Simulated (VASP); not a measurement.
Crystal: GaP.

```
Ga P
1.0
     0.00000    2.64364    2.79436
     2.64364    0.00000    2.79436
     2.64364    2.64364    0.00000
Ga P
1 1
Cartesian
  0.0000 0.0000 0.0000
  1.3218 1.3218 1.3972
```

This cell differs from its parent crystal: epitaxial xy strain -3.0%.

Base run:

| Quantity | Value |
| --- | --- |
| Program | VASP 6.6.1 |
| Functional | PBE |
| Potentials or basis | VASP PAW PBE potentials, release 64 (Ga_d, P) |
| Cutoff | 520 eV |
| k mesh | 8 × 8 × 8 |
| Occupations | fermi-dirac, width 0.02 eV |
| Spin | no spin polarisation |

Its results: band gap on the k mesh 1.31 eV, indirect (least direct gap 1.98 eV); pressure 5.7 GPa.

Question: The run is repeated on the same cell with these changes: k mesh from 8 × 8 × 8 to 4 × 4 × 4; occupations from fermi-dirac, width 0.02 eV to gaussian, width 0.01 eV. What comes out?

Answer: Band gap on the k mesh 1.31 eV, indirect (least direct gap 1.97 eV); pressure 6.2 GPa.

Caveats: some runs use coarse meshes.

A k mesh can miss the band edges.
